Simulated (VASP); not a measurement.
GaN:

```
Ga N
1.0
     3.27451    0.00000    0.00000
    -1.63725    2.83581    0.00000
     0.00000    0.00000    5.33240
Ga N
2 2
Direct
  0.33333 0.66667 0.99899
  0.66667 0.33333 0.49899
  0.33333 0.66667 0.37601
  0.66667 0.33333 0.87601
```

This cell differs from its parent crystal: strain +2.9%.

Base run:

```yaml
Program: VASP 6.6.1
Functional: PBE
Potentials_or_basis: VASP PAW PBE potentials, release 64 (Ga_d, N)
Cutoff: 520 eV
k_mesh: 12 × 12 × 6
Occupations: fermi-dirac, width 0.02 eV
Spin: no spin polarisation
```

Its results: band gap on the k mesh 1.38 eV; pressure -7.7 GPa; largest force 0.004 eV/Å.

Q: The run is repeated on the same cell with these changes: functional from PBE to r2SCAN; occupations from fermi-dirac, width 0.02 eV to gaussian, width 0.01 eV. What comes out?

A: Band gap on the k mesh 1.76 eV; pressure -13.1 GPa; largest force 0.005 eV/Å.

Caveats: the cell stands under tension; the PAW data sets were made with another functional, which shifts forces and pressure a little (at least some runs).

